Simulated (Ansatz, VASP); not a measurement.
Two plane-wave programs on Si

File INCAR:

```
ALGO = Normal ; DIPOL = 0.5 0.5 0.337
EDIFF = 1E-6 ; ENCUT = 520
GGA = PE ; IDIPOL = 3
ISIF = 2 ; ISMEAR = 0
IVDW = 12 ; LASPH = True
LCHARG = True ; LDIPOL = True
LELF = True ; LREAL = False
LVACPOTAV = True ; LVHAR = True
LWAVE = False ; NBANDS = 21
NELM = 80 ; PREC = Accurate
SIGMA = 0.1
```

KPOINTS

```
k-points
0
Gamma
  9 9 1
```

File POSCAR:

```
Si
1.0
    3.8335938617      0.0000000000      0.0000000000
   -1.9167969308      3.3199896720      0.0000000000
    0.0000000000      0.0000000000     31.3450377818
Si
6
Direct
    0.3497881938      0.6502118062      0.2274384380
    0.0166072099     -0.0166072099      0.2480208268
    0.0191561452     -0.0191561452      0.3242295475
    0.6858159191      0.3141840809      0.3485319050
    0.6991447220      0.3008552780      0.4237332797
    0.3669051230      0.6330948770      0.4499563412
```

Input for Ansatz:

```yaml
crystal:
  lattice:
    - [3.8335938617, 0.0, 0.0]
    - [-1.9167969308, 3.319989672, 0.0]
    - [0.0, 0.0, 31.3450377818]
  atoms:
    - { symbol: Si, position: [0.3497881938, 0.6502118062, 0.227438438] }
    - { symbol: Si, position: [0.0166072099, -0.0166072099, 0.2480208268] }
    - { symbol: Si, position: [0.0191561452, -0.0191561452, 0.3242295475] }
    - { symbol: Si, position: [0.6858159191, 0.3141840809, 0.348531905] }
    - { symbol: Si, position: [0.699144722, 0.300855278, 0.4237332797] }
    - { symbol: Si, position: [0.366905123, 0.633094877, 0.4499563412] }
basis:
  ecutwfc: 420
kpoints:
  mp_grid: { grid: [9, 9, 1] }
hamiltonian:
  xc: pbe
  dispersion: d3bj
scf:
  occupations: { method: gaussian, width: 0.1 }
output:
  forces: true
  stress: true
  eigenvalues: true
  write_density: true
  write_potential: true
  elf: true
  volumetric_format: npy
efield:
  axis: 3
  dipole_correction: true
  ramp_width: 0.04
```

Alike in both runs: task single point; functional PBE; dispersion D3(BJ); k mesh 9 × 9 × 1; occupations gaussian, width 0.1 eV; no spin polarisation.

|  | VASP | Ansatz |
| --- | --- | --- |
| version | VASP 6.6.1 | Ansatz 0.2.0 |
| potentials or method | VASP PAW PBE potentials, release 64 (Si), cutoff 520 eV | scalar-relativistic, plane waves, PAW |
| valence electrons in the cell | 24 | 24 |

|  | VASP | Ansatz | Ansatz less VASP |
| --- | --- | --- | --- |
| gap on the k mesh at the Fermi level (eV) | none | none | - |
| rms of the force components (eV/Å) | 0.254 | 0.254 | -0.0003 |
| work function, face that differs most (eV) | 4.73 | 4.73 | -0.005 |

Atom by atom the forces differ by 0.003 eV/Å (rms over components). A gap of «none» marks a metal or a gap that the smearing closes. Ansatz's warnings: xc potential rough in thin density.
